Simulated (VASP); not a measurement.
A run of VASP 6.6.1 is set up as follows.

File INCAR:

```
SYSTEM = AgCl
  PREC = Accurate
  ENCUT = 520
  EDIFF = 1E-7
  ISMEAR = 0
  SIGMA = 0.05
  LREAL = .False.
  LASPH = .True.
  NELM = 80
  ALGO = Normal
  ISIF = 2
  LWAVE = .False.
  LCHARG = .False.
  GGA = PE
  NBANDS = 16
```

KPOINTS

```
Automatic mesh
0
Gamma
  8 8 8
  0 0 0
```

The input POSCAR:

```
AgCl
1.0
    0.0000000000      2.7731500000      2.7731500000
    2.7731500000      0.0000000000      2.7731500000
    2.7731500000      2.7731500000      0.0000000000
Ag Cl
1 1
Direct
    0.4887312262      0.4887312262      0.5112687738
    0.0000000000      0.0000000000      0.0000000000
```

Potentials or basis: VASP PAW PBE potentials, release 64 (Ag, Cl).

Launch:

```console
$ cat potpaw_PBE.64/Ag/POTCAR potpaw_PBE.64/Cl/POTCAR > POTCAR
$ mpirun -np 1 vasp_std > vasp.out
```

Task: Estimate the pressure.

Result: 1.5 GPa.

Task: Predict the band gap on the k mesh.

Result: 0.91 eV, indirect (least direct gap 3.03 eV).

Forces in eV/Å, atoms in the order of the input:
```
Ag   0.000  0.000  0.072
Cl   0.000  0.000 -0.072
```

Caveat: the cell differs from its parent crystal (all Ag atoms moved +0.062 Å, as atom 1 towards its neighbour atom 2 (Cl) at 2.773 Å). A k mesh can miss the band edges.
